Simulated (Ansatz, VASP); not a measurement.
## WS2: VASP beside Ansatz

```
S W
1.0
     3.15955    0.00000    0.00000
    -1.57977    2.73625    0.00000
     0.00000    0.00000   23.80426
S W
4 2
Direct
  0.33333 0.66667 0.18904
  0.33333 0.66667 0.32146
  0.50000 0.66667 0.47858
  0.50000 0.66667 0.61099
  0.66667 0.33333 0.25525
  0.16667 0.00000 0.54478
```

Alike in both runs: task single point; functional PBE; dispersion D3(BJ); k mesh 9 × 9 × 1; occupations gaussian, width 0.05 eV; no spin polarisation.

|  | VASP | Ansatz |
| --- | --- | --- |
| version | VASP 6.6.1 | Ansatz 0.2.0 |
| potentials or method | VASP PAW PBE potentials, release 64 (S, W_sv), cutoff 520 eV | scalar-relativistic, plane waves, PAW |
| valence electrons in the cell | 52 | 52 |

|  | VASP | Ansatz | Ansatz less VASP |
| --- | --- | --- | --- |
| gap on the k mesh at the Fermi level (eV) | 1.83 | 1.81 | -0.014 |
| least direct gap on the mesh (eV) | 1.92 | 1.92 | -0.003 |
| rms of the force components (eV/Å) | 0.018 | 0.018 | -0.0005 |

Neither program's run includes spin-orbit coupling.
